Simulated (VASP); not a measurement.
KI (zincblende type), 2 atoms in the cell. Symmetry: F-43m, No. 216, cubic system. The conventional cell has a = 7.922 Å, b = 7.922 Å, c = 7.922 Å, α = 90.00°, β = 90.00°, γ = 90.00°. K (site symmetry -43m) has 4 I at 3.43 Å within 4.5 Å. I (site symmetry -43m) has 4 K at 3.43 Å within 4.5 Å.  This cell differs from its parent crystal: volume scaled by 0.975.

```yaml
Program: VASP 6.6.1
Task: electric field gradients
Functional: PBE
Potentials_or_basis: VASP PAW PBE potentials, release 64 (K_sv, I)
Cutoff: 520 eV
k_mesh: 9 × 9 × 9
Occupations: fermi-dirac, width 0.03 eV
Spin: no spin polarisation
Dipole_correction: no
Further_INCAR_settings: ALGO = Normal; EDIFF = 1e-08; NBANDS = 15
```

Potentials or basis: VASP PAW PBE potentials, release 64 (K_sv, I).

Launch:

```bash
$ cat potpaw_PBE.64/K_sv/POTCAR potpaw_PBE.64/I/POTCAR > POTCAR
$ mpirun -np 1 vasp_std > vasp.out
```

Hardware: 1 thread of Intel(R) Xeon(R) Platinum 8259CL CPU @ 2.50GHz (Skylake/Cascade Lake), on a shared host.

Problem. How long does it take, and how much memory?

Solution. It took 66 s on 1 thread of Intel(R) Xeon(R) Platinum 8259CL CPU @ 2.50GHz (Skylake/Cascade Lake), with other jobs on the host, peak memory 0.28 GiB. Counts: scf iterations 15, k points 35.
